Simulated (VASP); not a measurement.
Set up this calculation in VASP 6.6.1, as the native input.

```
Task                   : single point
Functional             : PBE
Potentials or basis    : VASP PAW PBE potentials, release 64 (I, K_sv)
Cutoff                 : 520 eV
k mesh                 : 7 × 7 × 7
Occupations            : fermi-dirac, width 0.05 eV
Spin                   : no spin polarisation
Dipole correction      : no
Further INCAR settings : ALGO = Normal; EDIFF = 1e-07; NBANDS = 15
```

The structure of KI lies in POSCAR:

```
KI
1.0
    0.0000000000      3.5327750000      3.5327750000
    3.5327750000      0.0000000000      3.5327750000
    3.5327750000      3.5327750000      0.0000000000
I K
1 1
Direct
    0.5000000000      0.5000000000      0.5000000000
    0.0000000000      0.0000000000      0.0000000000
```

One way to write it, as run:

INCAR

```
SYSTEM = KI
ALGO = Normal
EDIFF = 1E-7
ENCUT = 520
GGA = PE
ISIF = 2
ISMEAR = -1
LASPH = .TRUE.
LCHARG = .FALSE.
LREAL = .FALSE.
LWAVE = .FALSE.
NBANDS = 15
NELM = 100
PREC = Accurate
SIGMA = 0.05
```

KPOINTS

```
k-points
0
G
  7 7 7
  0 0 0
```

Potentials or basis: VASP PAW PBE potentials, release 64 (I, K_sv).

The run is started by

```sh
$ cat potpaw_PBE.64/I/POTCAR potpaw_PBE.64/K_sv/POTCAR > POTCAR
$ mpirun -np 1 vasp_std > vasp.out
```

Results of the run:

- Pressure: 0.6 GPa
- Band gap on the k mesh: 3.96 eV, direct

Caveat: spin-orbit coupling is left out, which moves the levels of the heavy elements.

Run time: 20 s on 1 thread of Intel(R) Xeon(R) Platinum 8559C (Emerald Rapids) (shared host), peak memory 0.24 GiB.
